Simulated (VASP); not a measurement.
Wanted: the native input for a VASP 6.6.1 run.

* Task: single point
* Functional: PBE
* Potentials or basis: VASP PAW PBE potentials, release 64 (Yb, Os)
* Cutoff: 520 eV
* k mesh: 8 × 8 × 8
* Occupations: gaussian, width 0.05 eV
* Spin: no spin polarisation
* Dipole correction: no
* Further INCAR settings: ALGO = Normal; EDIFF = 1e-06; NBANDS = 32

The structure of YbOs3 lies in POSCAR:

```
YbOs3
1.0
    3.9376675912      0.0000000000      0.0000000000
    0.0000000000      3.9376675912      0.0000000000
    0.0000000000      0.0000000000      3.9376675912
Yb Os
1 3
Direct
    0.0000000000      0.0000000000      0.0000000000
    0.0000000000      0.5000000000      0.5000000000
    0.5000000000      0.5000000000      0.0000000000
    0.5000000000      0.0000000000      0.5000000000
```

One way to write it, as run:

INCAR

```
SYSTEM = YbOs3
  PREC = Accurate
  ENCUT = 520
  EDIFF = 1E-6
  ISMEAR = 0
  SIGMA = 0.05
  LREAL = .FALSE.
  LASPH = .TRUE.
  NELM = 60
  ALGO = Normal
  ISIF = 2
  LWAVE = .FALSE.
  LCHARG = .FALSE.
  GGA = PE
  NBANDS = 32
```

KPOINTS

```
Automatic mesh
0
G
  8 8 8
  0 0 0
```

Potentials or basis: VASP PAW PBE potentials, release 64 (Yb, Os).

Run with:

```sh
$ cat potpaw_PBE.64/Yb/POTCAR potpaw_PBE.64/Os/POTCAR > POTCAR
$ mpirun -np 1 vasp_std > vasp.out
```

It gave:

* Pressure: 16.5 GPa
* Band gap on the k mesh: zero (bands 24 and 25 overlap by 2.92 eV)

Caveat: the cell stands under pressure; spin-orbit coupling is left out, which moves the levels of the heavy elements.

It took 6.5 min on 1 thread of AMD EPYC 7R13 (shared host), peak memory 0.2 GiB.
